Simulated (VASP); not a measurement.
# Pt in VASP: notebook, part 2 of 2

VASP 6.6.1.

## 3. Single point, PBE

Contents of INCAR:

```
  ALGO = Normal
  DIPOL = 0.5 0.5 0.500
  EDIFF = 1E-7
  ENCUT = 520
  GGA = PE
  IDIPOL = 3
  ISIF = 2
  ISMEAR = 0
  LASPH = True
  LCHARG = False
  LDIPOL = True
  LREAL = False
  LWAVE = False
  NBANDS = 39
  NELM = 80
  PREC = Accurate
  SIGMA = 0.1
```

Contents of KPOINTS:

```
k-points
0
Gamma
  12 12 1
```

Contents of POSCAR:

```
Pt
1.0
    2.8072933492      0.0000000000      0.0000000000
    0.0000000000      2.8072933492      0.0000000000
    0.0000000000      0.0000000000     24.9252808201
Pt
6
Direct
    0.5000000000      0.5000000000      0.3033273653
    0.0000000000      0.0000000000      0.3810522715
    0.5000000000      0.5000000000      0.4602568217
    0.0000000000      0.0000000000      0.5397431770
    0.5000000000      0.5000000000      0.6189477291
    0.0000000000      0.0000000000      0.6966726354
```

Potentials or basis: VASP PAW PBE potentials, release 64 (Pt).

Started as:

```bash
$ cat potpaw_PBE.64/Pt/POTCAR > POTCAR
$ mpirun -np 1 vasp_std > vasp.out
```

OUTCAR:

```text
EDIFF = 1E-7
   ENCUT = 520
   GGA = PE
   ISIF = 2
   ISMEAR = 0
   LASPH = True
   LREAL = False
   NELM = 80
   PREC = Accurate

 ion  position               nearest neighbor table
   1  0.500  0.500  0.303-   2 2.77   2 2.77   2 2.77   2 2.77
   2  0.000  0.000  0.381-   1 2.77   1 2.77   1 2.77   1 2.77   3 2.80   3 2.80   3 2.80   3 2.80

   3  0.500  0.500  0.460-   2 2.80   2 2.80   2 2.80   2 2.80   4 2.80   4 2.80   4 2.80   4 2.80

   4  0.000  0.000  0.540-   5 2.80   5 2.80   5 2.80   5 2.80   3 2.80   3 2.80   3 2.80   3 2.80

   5  0.500  0.500  0.619-   6 2.77   6 2.77   6 2.77   6 2.77   4 2.80   4 2.80   4 2.80   4 2.80

   6  0.000  0.000  0.697-   5 2.77   5 2.77   5 2.77   5 2.77

  LATTYP: Found a simple tetragonal cell.
 ALAT       =     2.8072933492
 C/A-ratio  =     8.8787589039

  Lattice vectors:

 A1 = (   2.8072933492,   0.0000000000,   0.0000000000)
 A2 = (   0.0000000000,   2.8072933492,   0.0000000000)
 A3 = (   0.0000000000,   0.0000000000,  24.9252808201)

Analysis of symmetry for initial positions (statically):
=====================================================================
 Subroutine PRICEL returns:
 Original cell was already a primitive cell.

 Routine SETGRP: Setting up the symmetry group for a
 simple tetragonal supercell.

 Subroutine GETGRP returns: Found 16 space group operations
 (whereof  8 operations were pure point group operations)
 out of a pool of 16 trial point group operations.

The static configuration has the point symmetry C_4v.
 The point group associated with its full space group is D_4h.

Analysis of symmetry for dynamics (positions and initial velocities):
=====================================================================
 Subroutine PRICEL returns:
 Original cell was already a primitive cell.

 Routine SETGRP: Setting up the symmetry group for a
 simple tetragonal supercell.

 Subroutine GETGRP returns: Found 16 space group operations
 (whereof  8 operations were pure point group operations)
 out of a pool of 16 trial point group operations.

The dynamic configuration has the point symmetry C_4v.
 The point group associated with its full space group is D_4h.

 Subroutine INISYM returns: Found 16 space group operations
 (whereof  8 operations are pure point group operations),
 and found     1 'primitive' translations

----------------------------------------------------------------------------------------

                                     Primitive cell

  volume of cell :     196.4335

  direct lattice vectors                    reciprocal lattice vectors
     2.807293349  0.000000000  0.000000000     0.356215000  0.000000000  0.000000000
     0.000000000  2.807293349  0.000000000     0.000000000  0.356215000  0.000000000
     0.000000000  0.000000000 24.925280820     0.000000000  0.000000000  0.040119909

  length of vectors
     2.807293349  2.807293349 24.925280820     0.356215000  0.356215000  0.040119909

  position of ions in fractional coordinates (direct lattice)
     0.500000000  0.500000000  0.303327365
     0.000000000  0.000000000  0.381052272
     0.500000000  0.500000000  0.460256822
     0.000000000  0.000000000  0.539743177
     0.500000000  0.500000000  0.618947729
     0.000000000  0.000000000  0.696672635

[... 63 lines left out ...]
   number of dos      NEDOS =    301   number of ions     NIONS =      6
   total plane-waves  NPLWV = 110592
   dimension x,y,z NGX =    24 NGY =   24 NGZ =  192
   dimension x,y,z NGXF=    48 NGYF=   48 NGZF=  384
   ions per type =               6
   NGX,Y,Z   is equivalent  to a cutoff of  14.21, 14.21, 12.81 a.u.
   NGXF,Y,Z  is equivalent  to a cutoff of  28.43, 28.43, 25.61 a.u.
 SYSTEM =  unknown system
   PREC   = accura    normal or accurate (medium, high low for compatibility)
   ISTART =      0    job   : 0-new  1-cont  2-samecut
   ICHARG =      2    charge: 1-file 2-atom 10-const
   ISPIN  =      1    spin polarized calculation?
   LNONCOLLINEAR =      F non collinear calculations
   LSORBIT =      F    spin-orbit coupling
   LASPH  =      T    aspherical Exc in radial PAW
   ENCUT  =  520.0 eV  38.22 Ry    6.18 a.u.   5.22  5.22 46.34*2*pi/ulx,y,z
   NELM   =     80;   NELMIN=  2; NELMDL= -5     # of ELM steps
   EDIFF  = 0.1E-06   stopping-criterion for ELM
   LREAL  =      F    real-space projection
   EDIFFG = 0.1E-05   stopping-criterion for IOM
   NSW    =      0    number of steps for IOM
   IBRION =     -1    ionic relax: 0-MD 1-quasi-New 2-CG
   NFREE  =      0    steps in history (QN), initial steepest desc. (CG)
   ISIF   =      2    stress and relaxation
   ISYM   =      2    0-nonsym 1-usesym 2-fastsym
   POTIM  = 0.5000    time-step for ionic-motion
   TEBEG  =    0.0;   TEEND  =   0.0 temperature during run
   PSTRESS=    0.0 pullay stress
   NELECT =      60.0000    total number of electrons
   NUPDOWN=      -1.0000    fix difference up-down
   EMIN   =  10.00;   EMAX   =-10.00  energy-range for DOS
   EFERMI =   0.00;   METHOD = LEGACY
   ISMEAR =     0;   SIGMA  =   0.10  broadening in eV -4-tet -1-fermi 0-gaus
   EFERMI_NEDOS =   21; number of points for ismear=-14 and -15
   IALGO  =     38    algorithm
   IMIX   =      4    mixing-type and parameters
     AMIX     =   0.40;   BMIX     =  1.00
     AMIX_MAG =   1.60;   BMIX_MAG =  1.00
  volume/ion in A,a.u.               =      32.74       220.93
  Fermi-wavevector in a.u.,A,eV,Ry     =   1.102521  2.083462 16.538583  1.215552
  Thomas-Fermi vector in A             =   2.238965
   LORBIT       =      0    0 simple, 1 ext, 2 COOP (PROOUT), +10 PAW based schemes
   GGA     = PE    functional components
   LHFCALC =     F    Hartree Fock is set to
   AEXX    =    0.0000 exact exchange contribution
   IVDW    =     0    specifies the selected vdW correction
   LEPSILON=     F    determine dielectric tensor
   LRPA    =     F    only Hartree local field effects (RPA)
 non-spin polarized calculation
 Gauss-broadening in eV      SIGMA  =   0.10
  energy-cutoff  :      520.00
  volume of cell :      196.43
 maximum number of plane-waves:      5360
 NGX is ok and might be reduce to    24
   NGX = 11   NGY = 11   NGZ = 93

 dipolmoment           0.000000      0.000000     -0.000000 electrons x Angstroem

 number of electron      60.0000002 magnetization

 dipolmoment           0.000000      0.000000      0.000000 electrons x Angstroem

 Free energy of the ion-electron system (eV)
  ---------------------------------------------------
  ext. energy  EPLUGINS =         0.00000000
  ---------------------------------------------------
  free energy    TOTEN  =       -34.82712371 eV

  energy without entropy =      -34.77214198  energy(sigma->0) =      -34.79963284

 E-fermi :   2.0734     XC(G=0):  -7.0646

 val. band max:        2.0618074613   @ k =   0.2500   0.0000   0.0000
 cond. band min:       2.0741878130   @ k =   0.3333   0.0833   0.0000
 fundamental gap:      0.0123803516
 Fermi energy:         2.0734310892

 k-point     1 :       0.0000    0.0000    0.0000
  band No.  band energies     occupation
      1      -7.4769      2.00000
      2      -6.5553      2.00000
      3      -5.2712      2.00000
      4      -4.5797      2.00000
      5      -4.0990      2.00000
      6      -4.0233      2.00000
[... 997 lines left out ...]
     38       9.1341      0.00000
     39       9.2538      0.00000

 [... further k-points ...]

------------------------ aborting loop because EDIFF is reached ----------------------------------------

 vacuum level on the upper side and lower side of the slab       (xc-potential included)        -0.125        -0.125

  FORCE on cell =-STRESS in cart. coord.  units (eV):
  Direction    XX          YY          ZZ          XY          YZ          ZX
  --------------------------------------------------------------------------------------
  -------------------------------------------------------------------------------------
  Total       -3.3367250     -3.3367250     -0.2588179      0.0000000      0.0000000      0.0000000
  in kB      -27.2154391    -27.2154391     -2.1110046      0.0000000      0.0000000      0.0000000
  external PRESSURE =     -18.8472943 kB  Pullay stress =       0.0000000 kB

 VOLUME and BASIS-vectors are now :
 -----------------------------------------------------------------------------
  energy-cutoff  :      520.00
  volume of cell :      196.43
      direct lattice vectors                 reciprocal lattice vectors
     2.807293349  0.000000000  0.000000000     0.356215000  0.000000000  0.000000000
     0.000000000  2.807293349  0.000000000     0.000000000  0.356215000  0.000000000
     0.000000000  0.000000000 24.925280820     0.000000000  0.000000000  0.040119909

 POSITION                                       TOTAL-FORCE (eV/Angst)
 -----------------------------------------------------------------------------------
      1.40365      1.40365      7.56052         0.000000      0.000000      0.017688
      0.00000      0.00000      9.49783         0.000000      0.000000      0.002036
      1.40365      1.40365     11.47203         0.000000     -0.000000     -0.000902
      0.00000      0.00000     13.45325        -0.000000      0.000000      0.000902
      1.40365      1.40365     15.42745         0.000000     -0.000000     -0.002036
      0.00000      0.00000     17.36476         0.000000      0.000000     -0.017688
 -----------------------------------------------------------------------------------
    total drift:                                0.000000     -0.000000      0.000053

  FREE ENERGIE OF THE ION-ELECTRON SYSTEM (eV)
  ---------------------------------------------------
  free  energy   TOTEN  =       -34.8271237120 eV

  energy  without entropy=      -34.7721419770  energy(sigma->0) =      -34.79963284

 vacuum level on the upper side and lower side of the slab         7.634         7.634
```

Wall time 2.5 min (1 thread of Intel Xeon 6975P-C (Granite Rapids), shared host); peak memory 0.4 GiB.

What came out:

```
Free energy            : -34.8271 eV
Largest force          : 0.018 eV/Å
Band gap on the k mesh : zero (band 30 reaches 3.04 eV, above the bottom of band 31 at 1.62 eV)
```

Forces in eV/Å, atoms in the order of the input:
```
Pt   0.000  0.000  0.018
Pt   0.000  0.000  0.002
Pt   0.000  0.000 -0.001
Pt   0.000  0.000  0.001
Pt   0.000  0.000 -0.002
Pt   0.000  0.000 -0.018
```

Caveat: spin-orbit coupling is left out, which moves the levels of the heavy elements.

## 4. Single point, PBE

INCAR is that of step 3.

KPOINTS is that of step 3.

Contents of POSCAR:

```
Pt
1.0
    2.8072933492      0.0000000000      0.0000000000
    0.0000000000      2.8072933492      0.0000000000
    0.0000000000      0.0000000000     24.9252808201
Pt
6
Direct
    0.5000000000      0.5000000000      0.3033273664
    0.0000000000      0.0000000000      0.3810522718
    0.5000000000      0.5000000000      0.4602568228
    0.0000000000      0.0000000000      0.5397431760
    0.5000000000      0.5000000000      0.6189477287
    0.0000000000      0.0000000000      0.6966726343
```

Potentials or basis: VASP PAW PBE potentials, release 64 (Pt).

Started as:

```bash
$ cat potpaw_PBE.64/Pt/POTCAR > POTCAR
$ mpirun -np 1 vasp_std > vasp.out
```

OUTCAR:

```text
EDIFF = 1E-7
   ENCUT = 520
   GGA = PE
   ISIF = 2
   ISMEAR = 0
   LASPH = True
   LREAL = False
   NELM = 80
   PREC = Accurate

 ion  position               nearest neighbor table
   1  0.500  0.500  0.303-   2 2.77   2 2.77   2 2.77   2 2.77
   2  0.000  0.000  0.381-   1 2.77   1 2.77   1 2.77   1 2.77   3 2.80   3 2.80   3 2.80   3 2.80

   3  0.500  0.500  0.460-   2 2.80   2 2.80   2 2.80   2 2.80   4 2.80   4 2.80   4 2.80   4 2.80

   4  0.000  0.000  0.540-   5 2.80   5 2.80   5 2.80   5 2.80   3 2.80   3 2.80   3 2.80   3 2.80

   5  0.500  0.500  0.619-   6 2.77   6 2.77   6 2.77   6 2.77   4 2.80   4 2.80   4 2.80   4 2.80

   6  0.000  0.000  0.697-   5 2.77   5 2.77   5 2.77   5 2.77

  LATTYP: Found a simple tetragonal cell.
 ALAT       =     2.8072933492
 C/A-ratio  =     8.8787589039

  Lattice vectors:

 A1 = (   2.8072933492,   0.0000000000,   0.0000000000)
 A2 = (   0.0000000000,   2.8072933492,   0.0000000000)
 A3 = (   0.0000000000,   0.0000000000,  24.9252808201)

Analysis of symmetry for initial positions (statically):
=====================================================================
 Subroutine PRICEL returns:
 Original cell was already a primitive cell.

 Routine SETGRP: Setting up the symmetry group for a
 simple tetragonal supercell.

 Subroutine GETGRP returns: Found 16 space group operations
 (whereof  8 operations were pure point group operations)
 out of a pool of 16 trial point group operations.

The static configuration has the point symmetry C_4v.
 The point group associated with its full space group is D_4h.

Analysis of symmetry for dynamics (positions and initial velocities):
=====================================================================
 Subroutine PRICEL returns:
 Original cell was already a primitive cell.

 Routine SETGRP: Setting up the symmetry group for a
 simple tetragonal supercell.

 Subroutine GETGRP returns: Found 16 space group operations
 (whereof  8 operations were pure point group operations)
[... 141 lines left out ...]
   LRPA    =     F    only Hartree local field effects (RPA)
 non-spin polarized calculation
 Gauss-broadening in eV      SIGMA  =   0.10
  energy-cutoff  :      520.00
  volume of cell :      196.43
 maximum number of plane-waves:      5360
 NGX is ok and might be reduce to    24
   NGX = 11   NGY = 11   NGZ = 93

 dipolmoment           0.000000      0.000000     -0.000000 electrons x Angstroem

 number of electron      60.0000002 magnetization

 dipolmoment           0.000000      0.000000      0.000000 electrons x Angstroem

 Free energy of the ion-electron system (eV)
  ---------------------------------------------------
  ext. energy  EPLUGINS =         0.00000000
  ---------------------------------------------------
  free energy    TOTEN  =       -34.82712371 eV

  energy without entropy =      -34.77214198  energy(sigma->0) =      -34.79963285

 E-fermi :   2.0734     XC(G=0):  -7.0646

 val. band max:        2.0618074449   @ k =   0.2500   0.0000   0.0000
 cond. band min:       2.0741878218   @ k =   0.3333   0.0833   0.0000
 fundamental gap:      0.0123803769
 Fermi energy:         2.0734310915

 k-point     1 :       0.0000    0.0000    0.0000
  band No.  band energies     occupation
      1      -7.4769      2.00000
      2      -6.5553      2.00000
      3      -5.2712      2.00000
      4      -4.5797      2.00000
      5      -4.0990      2.00000
      6      -4.0233      2.00000
[... 997 lines left out ...]
     38       9.1341      0.00000
     39       9.2538      0.00000

 [... further k-points ...]

------------------------ aborting loop because EDIFF is reached ----------------------------------------

 vacuum level on the upper side and lower side of the slab       (xc-potential included)        -0.125        -0.125

  FORCE on cell =-STRESS in cart. coord.  units (eV):
  Direction    XX          YY          ZZ          XY          YZ          ZX
  --------------------------------------------------------------------------------------
  -------------------------------------------------------------------------------------
  Total       -3.3367244     -3.3367244     -0.2588171      0.0000000      0.0000000      0.0000000
  in kB      -27.2154343    -27.2154343     -2.1109983      0.0000000      0.0000000      0.0000000
  external PRESSURE =     -18.8472890 kB  Pullay stress =       0.0000000 kB

 VOLUME and BASIS-vectors are now :
 -----------------------------------------------------------------------------
  energy-cutoff  :      520.00
  volume of cell :      196.43
      direct lattice vectors                 reciprocal lattice vectors
     2.807293349  0.000000000  0.000000000     0.356215000  0.000000000  0.000000000
     0.000000000  2.807293349  0.000000000     0.000000000  0.356215000  0.000000000
     0.000000000  0.000000000 24.925280820     0.000000000  0.000000000  0.040119909

 POSITION                                       TOTAL-FORCE (eV/Angst)
 -----------------------------------------------------------------------------------
      1.40365      1.40365      7.56052        -0.000000     -0.000000      0.017688
      0.00000      0.00000      9.49783        -0.000000      0.000000      0.002036
      1.40365      1.40365     11.47203        -0.000000      0.000000     -0.000903
      0.00000      0.00000     13.45325        -0.000000     -0.000000      0.000903
      1.40365      1.40365     15.42745         0.000000      0.000000     -0.002036
      0.00000      0.00000     17.36476         0.000000      0.000000     -0.017688
 -----------------------------------------------------------------------------------
    total drift:                                0.000000     -0.000000      0.000053

  FREE ENERGIE OF THE ION-ELECTRON SYSTEM (eV)
  ---------------------------------------------------
  free  energy   TOTEN  =       -34.8271237127 eV

  energy  without entropy=      -34.7721419794  energy(sigma->0) =      -34.79963285

 vacuum level on the upper side and lower side of the slab         7.634         7.634
```

OSZICAR:

```text
N       E                     dE             d eps       ncg     rms          rms(c)
DAV:   1     0.393303045981E+03    0.39330E+03   -0.28110E+04  2184   0.136E+03
DAV:   2    -0.179391570064E+02   -0.41124E+03   -0.38357E+03  2596   0.282E+02
DAV:   3    -0.366493320358E+02   -0.18710E+02   -0.17212E+02  2566   0.555E+01
[... 19 lines left out ...]
DAV:  23    -0.348271190617E+02   -0.27724E-05   -0.54164E-08  1514   0.115E-03    0.931E-04
DAV:  24    -0.348271221507E+02   -0.30890E-05   -0.10282E-07  1491   0.152E-03    0.929E-04
DAV:  25    -0.348271232898E+02   -0.11390E-05   -0.24563E-08  1407   0.691E-04    0.289E-04
DAV:  26    -0.348271236482E+02   -0.35838E-06   -0.77036E-09  1387   0.296E-04    0.121E-04
DAV:  27    -0.348271237127E+02   -0.64501E-07   -0.19478E-09  1344   0.159E-04
   1 F= -.34827124E+02 E0= -.34799633E+02  d E =-.549817E-01
```

stdout:

```text
POSCAR found type information on POSCAR Pt
 POSCAR found :  1 types and       6 ions
 scaLAPACK will be used
 LDA part: xc-table for (Slater+PW92), standard interpolation
 POSCAR, INCAR and KPOINTS ok, starting setup
 FFT: planning ... GRIDC
 FFT: planning ... GRID_SOFT
 FFT: planning ... GRID
 WAVECAR not read
 entering main loop
```

Wall time 2.4 min (1 thread of Intel Xeon Platinum 8481C at 2.70GHz (Sapphire Rapids), shared host); peak memory 0.4 GiB.

What came out:

| Quantity | Value |
| --- | --- |
| Free energy | -34.8271 eV |
| Largest force | 0.018 eV/Å |
| Band gap on the k mesh | zero (band 30 reaches 3.04 eV, above the bottom of band 31 at 1.62 eV) |

Forces on the atoms (eV/Å):
```
Pt   0.000  0.000  0.018
Pt   0.000  0.000  0.002
Pt   0.000  0.000 -0.001
Pt   0.000  0.000  0.001
Pt   0.000  0.000 -0.002
Pt   0.000  0.000 -0.018
```

Caveat: spin-orbit coupling is left out, which moves the levels of the heavy elements.
